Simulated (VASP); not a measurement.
# CdI2 (P-3m1) in VASP: single point with HSE06

Aim: the single point of CdI2 with HSE06.

All numbers are computed with VASP 6.6.1; they aren't measurements. Logs are shortened: lines on timing, memory, paths and dates and some standing lists are left out, and cuts for length are marked.

**1. The cell of the first run**

The structure is trigonal, space group P-3m1 (No. 164). Conventional cell: a = 4.247 Å, b = 4.247 Å, c = 6.895 Å, α = 90.00°, β = 90.00°, γ = 120.00°. Cd (site symmetry -3m) has 6 I at 2.99 Å within 3.9 Å. I (site symmetry 3m) has 3 Cd at 2.99 Å within 3.9 Å.

**2. Single point, HSE06**

POSCAR

```
CdI2
1.0
    4.2470087461      0.0000000000      0.0000000000
   -2.1235043730      3.6780174642      0.0000000000
    0.0000000000      0.0000000000      6.8950251570
Cd I
1 2
Direct
    0.0000000000      0.0000000000      0.0000000000
    0.3333333333      0.6666666667      0.2493934726
    0.6666666667      0.3333333333      0.7506065274
```

INCAR.step1

```
PREC = Accurate
ENCUT = 400
EDIFF = 1E-5
ISMEAR = 0
SIGMA = 0.01
LREAL = False
LASPH = True
NELM = 120
ALGO = Normal
ISIF = 2
LWAVE = True
LCHARG = False
NBANDS = 20
GGA = PE
GGA_COMPAT = False
KPAR = 4
```

INCAR.step2

```
PREC = Accurate
ENCUT = 400
EDIFF = 1E-6
ISMEAR = 0
SIGMA = 0.01
LREAL = False
LASPH = True
NELM = 120
ALGO = Normal
ISIF = 2
LWAVE = False
LCHARG = False
GGA = PE
LHFCALC = True
HFSCREEN = 0.2079
PRECFOCK = Normal
NBANDS = 20
ISTART = 1
GGA_COMPAT = False
KPAR = 4
```

KPOINTS

```
regular mesh
0
Gamma
  6 6 4
```

Potentials or basis: VASP PAW PBE potentials, release 64 (Cd, I).

Started as:

```
> cat potpaw_PBE.64/Cd/POTCAR potpaw_PBE.64/I/POTCAR > POTCAR
> cp INCAR.step1 INCAR
> mpirun -np 4 vasp_std > vasp.out
> cp INCAR.step2 INCAR
> mpirun -np 4 vasp_std > vasp.out
```

OUTCAR:

```text
PREC = Accurate
   ENCUT = 400
   EDIFF = 1E-6
   ISMEAR = 0
   LREAL = False
   LASPH = True
   NELM = 120
   ISIF = 2
   GGA = PE
   LHFCALC = True
   HFSCREEN = 0.2079
   PRECFOCK = Normal
   ISTART = 1

 ion  position               nearest neighbor table
   1  0.000  0.000  0.000-   2 2.99   3 2.99   2 2.99   3 2.99   3 2.99   2 2.99
   2  0.333  0.667  0.249-   1 2.99   1 2.99   1 2.99
   3  0.667  0.333  0.751-   1 2.99   1 2.99   1 2.99

  LATTYP: Found a hexagonal cell.
 ALAT       =     4.2470087461
 C/A-ratio  =     1.6235015205

  Lattice vectors:

 A1 = (   4.2470087461,   0.0000000000,   0.0000000000)
 A2 = (  -2.1235043730,   3.6780174642,   0.0000000000)
 A3 = (   0.0000000000,   0.0000000000,   6.8950251570)

Analysis of symmetry for initial positions (statically):
=====================================================================
 Subroutine PRICEL returns:
 Original cell was already a primitive cell.

 Routine SETGRP: Setting up the symmetry group for a
 hexagonal supercell.

 Subroutine GETGRP returns: Found 12 space group operations
 (whereof 12 operations were pure point group operations)
 out of a pool of 24 trial point group operations.

The static configuration has the point symmetry D_3d.

Analysis of symmetry for dynamics (positions and initial velocities):
=====================================================================
 Subroutine PRICEL returns:
 Original cell was already a primitive cell.

 Routine SETGRP: Setting up the symmetry group for a
 hexagonal supercell.

 Subroutine GETGRP returns: Found 12 space group operations
 (whereof 12 operations were pure point group operations)
 out of a pool of 24 trial point group operations.

The dynamic configuration has the point symmetry D_3d.

 Subroutine INISYM returns: Found 12 space group operations
 (whereof 12 operations are pure point group operations),
 and found     1 'primitive' translations

----------------------------------------------------------------------------------------

                                     Primitive cell

  volume of cell :     107.7042

  direct lattice vectors                    reciprocal lattice vectors
     4.247008746  0.000000000  0.000000000     0.235459840  0.135942802  0.000000000
    -2.123504373  3.678017464  0.000000000     0.000000000  0.271885604  0.000000000
     0.000000000  0.000000000  6.895025157     0.000000000  0.000000000  0.145032103

  length of vectors
     4.247008746  4.247008746  6.895025157     0.271885604  0.271885604  0.145032103

  position of ions in fractional coordinates (direct lattice)
     0.000000000  0.000000000  0.000000000
     0.333333333  0.666666667  0.249393473
     0.666666667  0.333333333  0.750606527

  ion indices of the primitive-cell ions
   primitive index   ion index
                 1           1
                 2           2
                 3           3

----------------------------------------------------------------------------------------

 KPOINTS: regular mesh

Automatic generation of k-mesh.
 Grid dimensions read from file:
 generate k-points for:    6    6    4

 Generating k-lattice:

  Cartesian coordinates                     Fractional coordinates (reciprocal lattice)
     0.039243307  0.022657134  0.000000000     0.166666667  0.000000000  0.000000000
     0.000000000  0.045314267  0.000000000     0.000000000  0.166666667  0.000000000
     0.000000000  0.000000000  0.036258026     0.000000000  0.000000000  0.250000000

  Length of vectors
     0.045314267  0.045314267  0.036258026

  Shift w.r.t. Gamma in fractional coordinates (k-lattice)
     0.000000000  0.000000000  0.000000000

 Subroutine IBZKPT returns following result:
 ===========================================

 Found     24 irreducible k-points:

 Following reciprocal coordinates:
            Coordinates               Weight
  0.000000  0.000000  0.000000      1.000000
  0.166667  0.000000  0.000000      6.000000
  0.333333  0.000000  0.000000      6.000000
  0.500000  0.000000  0.000000      3.000000
  0.166667  0.166667  0.000000      6.000000
  0.333333  0.166667  0.000000     12.000000
[... 16 lines left out ...]
  0.333333  0.166667  0.500000     12.000000
  0.333333  0.333333  0.500000      2.000000
   k-points           NKPTS =     24   k-points in BZ     NKDIM =    144   number of bands    NBANDS=     20
   number of dos      NEDOS =    301   number of ions     NIONS =      3
   total plane-waves  NPLWV =  37632
   dimension x,y,z NGX =    28 NGY =   28 NGZ =   48
   dimension x,y,z NGXF=    56 NGYF=   56 NGZF=   96
   ions per type =               1   2
   NGX,Y,Z   is equivalent  to a cutoff of  10.96, 10.96, 11.57 a.u.
   NGXF,Y,Z  is equivalent  to a cutoff of  21.92, 21.92, 23.15 a.u.
 SYSTEM =  unknown system
   PREC   = accura    normal or accurate (medium, high low for compatibility)
   ISTART =      1    job   : 0-new  1-cont  2-samecut
   ICHARG =      0    charge: 1-file 2-atom 10-const
   ISPIN  =      1    spin polarized calculation?
   LNONCOLLINEAR =      F non collinear calculations
   LSORBIT =      F    spin-orbit coupling
   LASPH  =      T    aspherical Exc in radial PAW
   ENCUT  =  400.0 eV  29.40 Ry    5.42 a.u.   6.93  6.93 11.24*2*pi/ulx,y,z
   NELM   =    120;   NELMIN=  2; NELMDL=  0     # of ELM steps
   EDIFF  = 0.1E-05   stopping-criterion for ELM
   LREAL  =      F    real-space projection
   EDIFFG = 0.1E-04   stopping-criterion for IOM
   NSW    =      0    number of steps for IOM
   IBRION =     -1    ionic relax: 0-MD 1-quasi-New 2-CG
   NFREE  =      0    steps in history (QN), initial steepest desc. (CG)
   ISIF   =      2    stress and relaxation
   ISYM   =      3    0-nonsym 1-usesym 2-fastsym
   POTIM  = 0.5000    time-step for ionic-motion
   TEBEG  =    0.0;   TEEND  =   0.0 temperature during run
   PSTRESS=    0.0 pullay stress
   NELECT =      26.0000    total number of electrons
   NUPDOWN=      -1.0000    fix difference up-down
   EMIN   =  10.00;   EMAX   =-10.00  energy-range for DOS
   EFERMI =   0.00;   METHOD = LEGACY
   ISMEAR =     0;   SIGMA  =   0.01  broadening in eV -4-tet -1-fermi 0-gaus
   EFERMI_NEDOS =   21; number of points for ismear=-14 and -15
   IALGO  =     38    algorithm
   IMIX   =      1    mixing-type and parameters
     AMIX     =   0.40;   BMIX     =  1.00
     AMIX_MAG =   1.60;   BMIX_MAG =  1.00
  volume/ion in A,a.u.               =      35.90       242.27
  Fermi-wavevector in a.u.,A,eV,Ry     =   1.019346  1.926285 14.137359  1.039067
  Thomas-Fermi vector in A             =   2.152855
   LORBIT       =      0    0 simple, 1 ext, 2 COOP (PROOUT), +10 PAW based schemes
   GGA     = PE    functional components
   LHFCALC =     T    Hartree Fock is set to
   PRECFOCK=normal    Normal, Fast or Accurate (Low or Medium for compatibility)
   ENCUT4O =  -1.0   cutoff for four orbital integrals eV
   NKREDX  =     1    reduce k-point grid by
   NKREDY  =     1    reduce k-point grid by
   NKREDZ  =     1    reduce k-point grid by
   AEXX    =    0.2500 exact exchange contribution
   HFSCREEN=    0.2079 screening length (either q_TF or 0.3 A-1)
   HFSCREENC=   0.2079 screening length for correlation (either q_TF or 0.3 A-1)
   ENCUTFOCK=  -1.0 apply spherical cutoff to Coloumb kernel
   IVDW    =     0    specifies the selected vdW correction
   LEPSILON=     F    determine dielectric tensor
   LRPA    =     F    only Hartree local field effects (RPA)
 non-spin polarized calculation
 Gauss-broadening in eV      SIGMA  =   0.01
  energy-cutoff  :      400.00
  volume of cell :      107.70
 maximum number of plane-waves:      1971
  NGX = 24; NGY = 24; NGZ = 36

 number of electron      26.0000011 magnetization

 Free energy of the ion-electron system (eV)
  ---------------------------------------------------
  ext. energy  EPLUGINS =         0.00000000
  ---------------------------------------------------
  free energy    TOTEN  =        -7.07316239 eV

  energy without entropy =       -7.07316239  energy(sigma->0) =       -7.07316239

 E-fermi :   1.3571     XC(G=0):  -7.1334

 val. band max:        1.2957080717   @ k =   0.1667   0.0000   0.2500
 cond. band min:       4.6312425740   @ k =   0.5000   0.0000   0.5000
 fundamental gap:      3.3355345023
 Fermi energy:         1.3571463606

 k-point     1 :       0.0000    0.0000    0.0000
  band No.  band energies     occupation
      1     -11.8357      2.00000
      2     -11.0568      2.00000
      3      -7.5508      2.00000
      4      -7.5508      2.00000
      5      -7.4072      2.00000
      6      -7.3363      2.00000
[... 12 lines left out ...]
     19      11.5358      0.00000
     20      11.5679      0.00000

 k-point     2 :       0.1667    0.0000    0.0000
  band No.  band energies     occupation
      1     -11.6878      2.00000
      2     -11.0428      2.00000
      3      -7.5345      2.00000
      4      -7.4731      2.00000
      5      -7.3823      2.00000
      6      -7.3407      2.00000
[... 12 lines left out ...]
     19      10.5305      0.00000
     20      11.5632      0.00000

 k-point     3 :       0.3333    0.0000    0.0000
  band No.  band energies     occupation
      1     -11.3484      2.00000
      2     -11.0268      2.00000
      3      -7.5173      2.00000
      4      -7.4084      2.00000
      5      -7.3342      2.00000
      6      -7.2998      2.00000
[... 12 lines left out ...]
     19      10.9033      0.00000
     20      11.5387      0.00000

 k-point     4 :       0.5000    0.0000    0.0000
  band No.  band energies     occupation
      1     -11.0957      2.00000
      2     -11.0809      2.00000
      3      -7.5159      2.00000
      4      -7.4174      2.00000
      5      -7.3206      2.00000
      6      -7.2761      2.00000
[... 429 lines left out ...]
 k-point    23 :       0.3333    0.1667    0.5000
  band No.  band energies     occupation
      1     -11.1253      2.00000
      2     -11.0489      2.00000
      3      -7.4628      2.00000
      4      -7.3918      2.00000
      5      -7.3215      2.00000
      6      -7.2909      2.00000
[... 12 lines left out ...]
     19      10.5707      0.00000
     20      11.8791      0.00000

 k-point    24 :       0.3333    0.3333    0.5000
  band No.  band energies     occupation
      1     -11.0370      2.00000
      2     -11.0370      2.00000
      3      -7.3612      2.00000
      4      -7.3612      2.00000
      5      -7.3065      2.00000
      6      -7.2815      2.00000
[... 12 lines left out ...]
     19      11.3846      0.00000
     20      11.3846      0.00000

------------------------ aborting loop because EDIFF is reached ----------------------------------------

  FORCE on cell =-STRESS in cart. coord.  units (eV):
  Direction    XX          YY          ZZ          XY          YZ          ZX
  --------------------------------------------------------------------------------------
  -------------------------------------------------------------------------------------
  Total        0.4465347      0.4465347      0.3660399      0.0000000      0.0000000     -0.0000000
  in kB        6.6425224      6.6425224      5.4451037      0.0000000      0.0000000     -0.0000000
  external PRESSURE =       6.2433828 kB  Pullay stress =       0.0000000 kB

 VOLUME and BASIS-vectors are now :
 -----------------------------------------------------------------------------
  energy-cutoff  :      400.00
  volume of cell :      107.70
      direct lattice vectors                 reciprocal lattice vectors
     4.247008746  0.000000000  0.000000000     0.235459840  0.135942802  0.000000000
    -2.123504373  3.678017464  0.000000000     0.000000000  0.271885604  0.000000000
     0.000000000  0.000000000  6.895025157     0.000000000  0.000000000  0.145032103

 POSITION                                       TOTAL-FORCE (eV/Angst)
 -----------------------------------------------------------------------------------
      0.00000      0.00000      0.00000        -0.000000      0.000000      0.000000
     -0.00000      2.45201      1.71957        -0.000000     -0.000000     -0.063853
      2.12350      1.22601      5.17545         0.000000      0.000000      0.063853
 -----------------------------------------------------------------------------------
    total drift:                                0.000001     -0.000000     -0.000026

  FREE ENERGIE OF THE ION-ELECTRON SYSTEM (eV)
  ---------------------------------------------------
  free  energy   TOTEN  =        -7.0731623870 eV

  energy  without entropy=       -7.0731623870  energy(sigma->0) =       -7.07316239
```

It took 24 min on 4 MPI ranks of AMD EPYC 7R13 (Zen 3), shared host; peak memory 0.31 GiB.

Results:

* Free energy: -7.0732 eV
* Pressure: 0.6 GPa
* Largest force: 0.064 eV/Å
* Band gap on the k mesh: 3.34 eV, indirect (least direct gap 3.62 eV)

Forces on the atoms (eV/Å):
```
Cd   0.000  0.000  0.000
I    0.000  0.000 -0.064
I    0.000  0.000  0.064
```

Caveat: the PAW data sets were made with another functional, which shifts forces and pressure a little; spin-orbit coupling is left out, which moves the levels of the heavy elements; this functional lacks dispersion, which binds the layers, so the pressure and a relaxed spacing across them are unreliable. A k mesh can miss the band edges.
